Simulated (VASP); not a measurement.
# CaB15N15 (a cell with a defect) in VASP: a series of runs

The runs below take CaB15N15 (a cell with a defect) through single point, relaxation of the atoms, with PBE.

Everything below comes from runs of VASP 6.6.1. Logs are shortened: lines on timing, memory, paths and dates and some standing lists are left out, and cuts for length are marked.

### 1 The cell of the first run

The cell holds a defect, 31 atoms: a = 6.277 Å, b = 6.277 Å, c = 6.277 Å, α = 109.47°, β = 109.47°, γ = 109.47°.

### 2 Single point, PBE, collinear spin

Contents of INCAR:

```
PREC = Accurate
ENCUT = 520
EDIFF = 1E-6
ISMEAR = 0
SIGMA = 0.01
LREAL = Auto
LASPH = True
NELM = 200
ALGO = Normal
ISIF = 2
LWAVE = False
LCHARG = False
ISPIN = 2
MAGMOM = 0.06 0 0 0.06 0 0 0.01 0 0 0 0 0.06 0.01 0 0.01 0.06 0 0 0 0 0 0 0 0 0 0 0.01 0 0 0.01 0.01
LORBIT = 11
NUPDOWN = 1.0
GGA = PE
NBANDS = 90
NELECT = 129.0
GGA_COMPAT = False
ISYM = -1
```

Contents of KPOINTS:

```
explicit points
1
Reciprocal
  0.25000000   0.25000000   0.25000000 1
```

Contents of POSCAR:

```
CaB15N15
1.0
   -3.6241103800      3.6241103800     -3.6241103800
    3.6241103800      3.6241103800      3.6241103800
    3.6241103800     -3.6241103800     -3.6241103800
B Ca N
15 1 15
Direct
   -0.0047949088     -0.0057292447     -0.0509165550
    0.0127512774      0.2584329084      0.7603068284
    0.0127318141      0.5087056616      0.5100215711
   -0.0048157261      0.6974825305      0.2458371976
    0.2593733607      0.0117912307      0.7603135255
    0.2593767931      0.5087360185      0.2634035039
    0.2472238688      0.7496348881      0.0012343865
    0.5096279064      0.0117921322      0.5100105178
    0.5096409449      0.2584343438      0.2633945676
    0.5006847927      0.4997486600      0.0066914814
    0.5006840159      0.7550768655      0.7513445840
    0.6985004764     -0.0057162734      0.2458778982
    0.7505727050      0.2462583441      0.0012182961
    0.7560492962      0.4997584217      0.7513569550
    0.7505668707      0.7496404528      0.4978835136
    0.1511923837      0.1502401747      0.4018429946
    0.0008207898      0.2491756905      0.0088604047
    0.0100980846      0.5062526144      0.7578443002
    0.0008049750      0.7572585219      0.5007625905
    0.2501179769     -0.0001256696      0.0088699794
    0.2574695950      0.2565054908      0.7893959221
    0.2574533168      0.5377879830      0.5081084872
    0.2501191565      0.7572786350      0.2514714208
    0.5071584463      0.0091191709      0.7578254908
    0.5387334705      0.2565096603      0.5081231698
    0.5071729042      0.5062470519      0.2607442289
    0.4994403326      0.7502498251      0.0018582412
    0.7582475073     -0.0000969353      0.5008048248
    0.7582185248      0.2491781333      0.2514869315
    0.7511599334      0.4984578675      0.0018136252
    0.7511769793      0.7502330958      0.7500763689
```

Potentials or basis: VASP PAW PBE potentials, release 64 (B, Ca_sv, N).

Launch:

```
cat potpaw_PBE.64/B/POTCAR potpaw_PBE.64/Ca_sv/POTCAR potpaw_PBE.64/N/POTCAR > POTCAR
mpirun -np 1 vasp_std > vasp.out
```

OUTCAR:

```text
PREC = Accurate
   ENCUT = 520
   EDIFF = 1E-6
   ISMEAR = 0
   LREAL = Auto
   LASPH = True
   NELM = 200
   ISIF = 2
   ISPIN = 2
   LORBIT = 11
   NUPDOWN = 1.0
   GGA = PE
   NELECT = 129.0
   ISYM = -1

 ion  position               nearest neighbor table
   1  0.995  0.994  0.949-  31 1.46  17 1.50  20 1.50  16 2.38
   2  0.013  0.258  0.760-  21 1.49  18 1.57  17 1.61  28 1.62  16 2.64
   3  0.013  0.509  0.510-  22 1.49  18 1.57  19 1.61  29 1.62  16 2.64
   4  0.995  0.697  0.246-  30 1.46  19 1.50  23 1.50  16 2.38
   5  0.259  0.012  0.760-  21 1.49  24 1.57  20 1.61  19 1.62  16 2.64
   6  0.259  0.509  0.263-  22 1.49  26 1.57  23 1.61  17 1.62  16 2.64
   7  0.247  0.750  0.001-  18 1.52  23 1.55  20 1.55  27 1.58
   8  0.510  0.012  0.510-  25 1.49  24 1.57  28 1.61  23 1.62  16 2.64
   9  0.510  0.258  0.263-  25 1.49  26 1.57  29 1.61  20 1.62  16 2.64
  10  0.501  0.500  0.007-  21 1.48  26 1.57  27 1.59  30 1.59
  11  0.501  0.755  0.751-  22 1.48  24 1.57  31 1.59  27 1.59
  12  0.699  0.994  0.246-  27 1.46  29 1.50  28 1.50  16 2.38
  13  0.751  0.246  0.001-  24 1.52  17 1.55  29 1.55  30 1.58
  14  0.756  0.500  0.751-  25 1.48  18 1.57  30 1.59  31 1.59
  15  0.751  0.750  0.498-  26 1.52  28 1.55  19 1.55  31 1.58
  16  0.151  0.150  0.402-  25 2.09  22 2.09  21 2.09  12 2.38   4 2.38   1 2.38   8 2.64   9 2.64
                             2 2.64   5 2.64   3 2.64   6 2.64
  17  0.001  0.249  0.009-   1 1.50  13 1.55   2 1.61   6 1.62
  18  0.010  0.506  0.758-   7 1.52   3 1.57   2 1.57  14 1.57
  19  0.001  0.757  0.501-   4 1.50  15 1.55   3 1.61   5 1.62
  20  0.250  1.000  0.009-   1 1.50   7 1.55   5 1.61   9 1.62
  21  0.257  0.257  0.789-  10 1.48   5 1.49   2 1.49  16 2.09
  22  0.257  0.538  0.508-  11 1.48   6 1.49   3 1.49  16 2.09
  23  0.250  0.757  0.251-   4 1.50   7 1.55   6 1.61   8 1.62
  24  0.507  0.009  0.758-  13 1.52   5 1.57   8 1.57  11 1.57
  25  0.539  0.257  0.508-  14 1.48   8 1.49   9 1.49  16 2.09
  26  0.507  0.506  0.261-  15 1.52   6 1.57   9 1.57  10 1.57
  27  0.499  0.750  0.002-  12 1.46   7 1.58  10 1.59  11 1.59
  28  0.758  1.000  0.501-  12 1.50  15 1.55   8 1.61   2 1.62
  29  0.758  0.249  0.251-  12 1.50  13 1.55   9 1.61   3 1.62
  30  0.751  0.498  0.002-   4 1.46  13 1.58  14 1.59  10 1.59
  31  0.751  0.750  0.750-   1 1.46  15 1.58  14 1.59  11 1.59

IMPORTANT INFORMATION: All symmetrisations will be switched off!
NOSYMM: (Re-)initialisation of all symmetry stuff for point group C_1.

----------------------------------------------------------------------------------------

                                     Primitive cell

  volume of cell :     190.3988

  direct lattice vectors                    reciprocal lattice vectors
    -3.624110380  3.624110380 -3.624110380     0.000000000  0.137964893 -0.137964893
[... 148 lines left out ...]

  energy without entropy =     -263.83969117  energy(sigma->0) =     -263.83969117

 E-fermi :   7.5426     XC(G=0): -12.7093

 val. band max:        8.7814962577   @ k =   0.2500   0.2500   0.2500
 cond. band min:       9.7365927441   @ k =   0.2500   0.2500   0.2500
 fundamental gap:      0.9550964865
 Fermi energy:         8.9581230025

 spin component 1

 k-point     1 :       0.2500    0.2500    0.2500
  band No.  band energies     occupation
      1     -30.0772      1.00000
      2     -12.3528      1.00000
      3     -12.3525      1.00000
      4     -12.0122      1.00000
      5     -11.1378      1.00000
      6     -11.1140      1.00000
[... 68 lines left out ...]
     75      15.1294      0.00000
     76      15.1298      0.00000
 Fermi energy:         7.5426036354

 spin component 2

 k-point     1 :       0.2500    0.2500    0.2500
  band No.  band energies     occupation
      1     -29.9977      1.00000
      2     -12.3103      1.00000
      3     -12.3100      1.00000
      4     -11.9008      1.00000
      5     -11.0820      1.00000
      6     -11.0785      1.00000
[... 68 lines left out ...]
     75      15.2072      0.00000
     76      15.2075      0.00000
 [bands above 76 left out]

------------------------ aborting loop because EDIFF is reached ----------------------------------------

  FORCE on cell =-STRESS in cart. coord.  units (eV):
  Direction    XX          YY          ZZ          XY          YZ          ZX
  --------------------------------------------------------------------------------------
  -------------------------------------------------------------------------------------
  Total       14.1944728     14.1978817     14.1982002      0.9910495     -0.9877313     -0.9854758
  in kB      119.4443493    119.4730348    119.4757143      8.3395325     -8.3116103     -8.2926306
  external PRESSURE =     119.4643661 kB  Pullay stress =       0.0000000 kB

 VOLUME and BASIS-vectors are now :
 -----------------------------------------------------------------------------
  energy-cutoff  :      520.00
  volume of cell :      190.40
      direct lattice vectors                 reciprocal lattice vectors
    -3.624110380  3.624110380 -3.624110380     0.000000000  0.137964893 -0.137964893
     3.624110380  3.624110380  3.624110380     0.137964893  0.137964893  0.000000000
     3.624110380 -3.624110380 -3.624110380     0.137964893  0.000000000 -0.137964893

 POSITION                                       TOTAL-FORCE (eV/Angst)
 -----------------------------------------------------------------------------------
      3.43620      3.77050     -3.44297         0.004363     -0.000986     -0.005885
      3.64581     -1.77263     -1.86506         0.009415     -0.022442      0.014895
      3.64584      0.04137     -0.05091         0.009579     -0.014681      0.020909
     -0.18796      5.24347     -1.96985         0.005959      0.003614     -0.001423
      1.85820     -1.77273     -3.65273        -0.016302     -0.022087     -0.007485
      1.85831      1.82912     -0.05090        -0.017690      0.006735      0.022017
[... 23 lines left out ...]
     -0.90925      4.52218     -0.92239        -0.001739     -0.001770      0.015191
      2.71494      2.72292     -2.72178        -0.002471     -0.017353      0.002348
 -----------------------------------------------------------------------------------
    total drift:                                0.003471      0.004275      0.000887

  FREE ENERGIE OF THE ION-ELECTRON SYSTEM (eV)
  ---------------------------------------------------
  free  energy   TOTEN  =      -263.8396911718 eV

  energy  without entropy=     -263.8396911718  energy(sigma->0) =     -263.83969117

 total charge

# of ion       s       p       d       tot
------------------------------------------
    1        0.726   1.381   0.000   2.107
    2        0.671   1.347   0.000   2.018
    3        0.671   1.347   0.000   2.018
    4        0.726   1.381   0.000   2.107
    5        0.671   1.347   0.000   2.018
    6        0.671   1.347   0.000   2.018
[... 23 lines left out ...]
   30        1.213   2.767   0.000   3.981
   31        1.213   2.767   0.000   3.981
--------------------------------------------------
tot         30.591  68.048   0.628  99.266

 magnetization (x)

# of ion       s       p       d       tot
------------------------------------------
    1        0.010   0.107   0.000   0.117
    2        0.003   0.004   0.000   0.007
    3        0.003   0.004   0.000   0.007
    4        0.010   0.107   0.000   0.117
    5        0.003   0.004   0.000   0.007
    6        0.003   0.004   0.000   0.007
[... 23 lines left out ...]
   30        0.000   0.011   0.000   0.011
   31        0.000   0.011   0.000   0.011
--------------------------------------------------
tot          0.077   0.434   0.043   0.554
```

Run time: 2.1 min. Hardware: 1 thread of Intel Xeon Platinum 8259CL at 2.50GHz (Skylake/Cascade Lake), shared host; peak memory 0.41 GiB.

What came out:

| Property | Result |
| --- | --- |
| Free energy | -263.8397 eV |
| Largest force | 0.105 eV/Å |
| Net moment | 1.00 μB per cell |
| Site moments | B +0.12, +0.01 (each value once); Ca +0.09; N -0.00, +0.00, +0.01 (each value once) μB |
| Valence electrons inside the program's atomic spheres | B 2.11, 2.02, 2.08, 2.04 (each value once); Ca 8.65; N 3.96, 3.98, 4.06 (each value once) |

Forces on the atoms (eV/Å):
```
B    0.004 -0.001 -0.006
B    0.009 -0.022  0.015
B    0.010 -0.015  0.021
B    0.006  0.004 -0.001
B   -0.016 -0.022 -0.007
B   -0.018  0.007  0.022
B    0.003  0.009 -0.008
B   -0.022 -0.015 -0.013
B   -0.022  0.009  0.014
B   -0.001  0.023 -0.001
B    0.001  0.001 -0.022
B    0.001  0.000 -0.002
B    0.010  0.007 -0.001
B    0.021 -0.002  0.002
B    0.005  0.005 -0.009
Ca  -0.061 -0.060  0.060
N    0.013  0.017  0.008
N   -0.006 -0.007  0.005
N    0.012 -0.007 -0.018
N   -0.006  0.017 -0.012
N    0.040 -0.012 -0.036
N    0.039  0.038  0.012
N   -0.008  0.010 -0.017
N   -0.005 -0.003  0.003
N   -0.012  0.042 -0.036
N   -0.006 -0.004  0.004
N   -0.020 -0.004  0.005
N    0.016 -0.010 -0.008
N    0.016  0.013  0.010
N   -0.002 -0.002  0.015
N   -0.002 -0.017  0.002
```

Caveat: the cell carries a net charge on a neutralising background, which shifts energy and pressure; the cell is charged against a uniform background, so pressure and absolute levels hang on convention; the total moment is fixed, so each spin has its own Fermi level.

### 3 Single point, PBE, collinear spin

Contents of INCAR:

```
PREC     = Accurate       # precision mode
ENCUT    = 520            # plane-wave cutoff, eV
EDIFF    = 1E-6           # SCF threshold, eV
ISMEAR   = 0              # smearing method
SIGMA    = 0.01           # smearing width, eV
LREAL    = Auto         
LASPH    = True           # aspherical terms in the spheres
NELM     = 200            # most SCF steps
ALGO     = Normal         # electronic algorithm
ISIF     = 2              # what is computed and relaxed
LWAVE    = False          # write WAVECAR
LCHARG   = False          # write CHGCAR
ISPIN    = 2              # spin polarisation
MAGMOM   = 0.06 0 0 0.06 0 0 0.01 0 0 0 0 0.06 0.01 0 0.01 0.1 0.02 0.03 0.01 0.01 0.14 0.14 0.02 0.03 0.14 0.03 0.02 0.02 0.01 0.02 0.02 # initial moments
LORBIT   = 11             # projections on sites
NUPDOWN  = 2.0            # fixed moment
GGA      = PE             # functional
NELECT   = 128.0        
NBANDS   = 90             # bands
GGA_COMPAT= False        
ISYM     = -1
```

KPOINTS is that of step 2.

Contents of POSCAR:

```
CaB15N15
1.0
   -3.6241103800      3.6241103800     -3.6241103800
    3.6241103800      3.6241103800      3.6241103800
    3.6241103800     -3.6241103800     -3.6241103800
B Ca N
15 1 15
Direct
   -0.0051738802     -0.0058747051     -0.0540166982
    0.0085401601      0.2586278368      0.7564976200
    0.0094123258      0.5089303649      0.5086480136
   -0.0056844503      0.6960649972      0.2445060402
    0.2588123164      0.0092805002      0.7589621894
    0.2588925707      0.5063847904      0.2581559685
    0.2471840125      0.7497026401      0.0000550592
    0.5066686888      0.0082330561      0.5086613574
    0.5092356407      0.2584946933      0.2592685979
    0.5033948392      0.5025059442      0.0066869893
    0.5029852035      0.7568968870      0.7533783368
    0.6962201029     -0.0054967868      0.2442034747
    0.7503449051      0.2469218994     -0.0002323007
    0.7569962895      0.5031561497      0.7526003741
    0.7499602702      0.7500460923      0.4969811845
    0.1481714485      0.1479979253      0.3979176137
    0.0018098835      0.2503799444      0.0073354010
    0.0096079537      0.5064644757      0.7560764686
    0.0008703718      0.7585739957      0.5003303445
    0.2505577138      0.0005664650      0.0086273353
    0.2586941597      0.2576763824      0.7917236239
    0.2579654890      0.5421693129      0.5085845755
    0.2506863935      0.7572706650      0.2516423747
    0.5063270712      0.0094163021      0.7565135279
    0.5420772851      0.2584496306      0.5075967833
    0.5067050825      0.5060214048      0.2593545265
    0.4994652058      0.7504235853      0.0008063605
    0.7575407287      0.0015588480      0.5004622263
    0.7588749193      0.2502455774      0.2506372534
    0.7509291649      0.4991304321      0.0003408555
    0.7506788700      0.7507815555      0.7492398440
```

Potentials or basis: VASP PAW PBE potentials, release 64 (B, Ca_sv, N).

Launch:

```
cat potpaw_PBE.64/B/POTCAR potpaw_PBE.64/Ca_sv/POTCAR potpaw_PBE.64/N/POTCAR > POTCAR
mpirun -np 1 vasp_std > vasp.out
```

OUTCAR:

```text
PREC = Accurate
   ENCUT = 520
   EDIFF = 1E-6
   ISMEAR = 0
   LREAL = Auto
   LASPH = True
   NELM = 200
   ISIF = 2
   ISPIN = 2
   LORBIT = 11
   NUPDOWN = 2.0
   GGA = PE
   NELECT = 128.0
   ISYM = -1

 ion  position               nearest neighbor table
   1  0.995  0.994  0.946-  31 1.46  20 1.50  17 1.51  16 2.37
   2  0.009  0.259  0.756-  21 1.51  18 1.55  28 1.60  17 1.61  16 2.64
   3  0.009  0.509  0.509-  22 1.50  18 1.56  19 1.60  29 1.61  16 2.65
   4  0.994  0.696  0.245-  30 1.46  19 1.50  23 1.51  16 2.37
   5  0.259  0.009  0.759-  21 1.50  24 1.56  20 1.60  19 1.61  16 2.65
[... 384 lines left out ...]
      3.65371      0.03513     -0.03309         0.007425     -0.020781      0.018505
     -0.19478      5.24001     -1.96701        -0.007491      0.003448     -0.001804
      1.84623     -1.77896     -3.65489        -0.018765     -0.010721     -0.006085
      1.83252      1.83786     -0.03865        -0.000242      0.014732      0.014580
[... 23 lines left out ...]
     -0.91131      4.52912     -0.91378        -0.002915     -0.002848      0.009408
      2.71570      2.72613     -2.71496        -0.009137     -0.024577      0.005760
 -----------------------------------------------------------------------------------
    total drift:                                0.000698      0.000502      0.000055

  FREE ENERGIE OF THE ION-ELECTRON SYSTEM (eV)
  ---------------------------------------------------
  free  energy   TOTEN  =      -271.3097041047 eV

  energy  without entropy=     -271.3092214521  energy(sigma->0) =     -271.30946278

 total charge

# of ion       s       p       d       tot
------------------------------------------
    1        0.723   1.368   0.000   2.091
    2        0.667   1.335   0.000   2.002
    3        0.668   1.338   0.000   2.006
    4        0.723   1.367   0.000   2.090
    5        0.668   1.338   0.000   2.006
    6        0.667   1.335   0.000   2.002
[... 23 lines left out ...]
   30        1.213   2.762   0.000   3.975
   31        1.213   2.762   0.000   3.975
--------------------------------------------------
tot         30.561  67.493   0.536  98.590

 magnetization (x)

# of ion       s       p       d       tot
------------------------------------------
    1        0.010   0.109   0.000   0.119
    2        0.002   0.004   0.000   0.006
    3        0.001   0.002   0.000   0.003
    4        0.010   0.110   0.000   0.120
    5        0.001   0.002   0.000   0.004
    6        0.002   0.004   0.000   0.006
[... 23 lines left out ...]
   30        0.001   0.021   0.000   0.022
   31        0.001   0.021   0.000   0.022
--------------------------------------------------
tot          0.094   1.149   0.099   1.343
```

OSZICAR:

```text
N       E                     dE             d eps       ncg     rms          rms(c)
DAV:   1     0.674198973471E+03    0.67420E+03   -0.66114E+04   360   0.140E+03
DAV:   2    -0.225423847817E+03   -0.89962E+03   -0.85324E+03   436   0.351E+02
[... 13 lines left out ...]
DAV:  16    -0.271308656789E+03    0.43868E-02   -0.23690E-02   456   0.215E-01    0.169E-01
DAV:  17    -0.271309636272E+03   -0.97948E-03   -0.73757E-04   392   0.115E-01    0.793E-02
DAV:  18    -0.271309707819E+03   -0.71547E-04   -0.22044E-04   432   0.451E-02    0.122E-01
DAV:  19    -0.271309700356E+03    0.74634E-05   -0.29843E-04   432   0.322E-02    0.557E-02
DAV:  20    -0.271309703346E+03   -0.29904E-05   -0.62120E-05   424   0.189E-02    0.144E-02
DAV:  21    -0.271309704105E+03   -0.75850E-06   -0.41893E-06   336   0.753E-03
   1 F= -.27130970E+03 E0= -.27130946E+03  d E =-.482653E-03  mag=     2.0000
```

Run time: 2.7 min. Hardware: 1 thread of Intel Xeon Platinum 8259CL at 2.50GHz (Skylake/Cascade Lake), shared host; peak memory 0.4 GiB.

Results:

- Free energy: -271.3097 eV
- Largest force: 0.096 eV/Å
- Net moment: 2.00 μB per cell
- Site moments: B +0.12, +0.01, +0.00 (each value once); Ca +0.16; N +0.02, +0.03, +0.01, +0.16, +0.17 (each value once) μB
- Valence electrons inside the program's atomic spheres: B 2.09, 2.00, 2.01, 2.05, 2.03 (each value once); Ca 8.55; N 3.94, 3.97, 3.95, 4.00, 3.99, 3.98 (each value once)

Forces on the atoms (eV/Å):
```
B    0.010  0.005 -0.002
B    0.011 -0.016  0.003
B    0.007 -0.021  0.019
B   -0.007  0.003 -0.002
B   -0.019 -0.011 -0.006
B    0.000  0.015  0.015
B    0.005 -0.003 -0.012
B   -0.016 -0.001 -0.009
B   -0.011  0.018  0.030
B    0.010  0.011  0.000
B   -0.008  0.000 -0.010
B    0.004  0.002 -0.010
B    0.006  0.010 -0.003
B    0.011 -0.005 -0.001
B    0.001  0.000  0.004
Ca  -0.056 -0.053  0.058
N    0.009  0.011  0.003
N   -0.001 -0.008  0.007
N    0.012 -0.008 -0.019
N   -0.004  0.024  0.000
N    0.046 -0.015 -0.033
N    0.020  0.045  0.000
N   -0.009  0.012  0.000
N   -0.005 -0.013  0.003
N    0.003  0.024 -0.053
N   -0.013 -0.001  0.000
N   -0.023 -0.008  0.008
N    0.006 -0.004 -0.009
N    0.023  0.013  0.007
N   -0.003 -0.003  0.009
N   -0.009 -0.025  0.006
```

Caveat: the cell carries a net charge on a neutralising background, which shifts energy and pressure; the cell is charged against a uniform background, so pressure and absolute levels hang on convention; the moment is held away from its start; the total moment is fixed, so each spin has its own Fermi level.

[end of part 1 of 2]
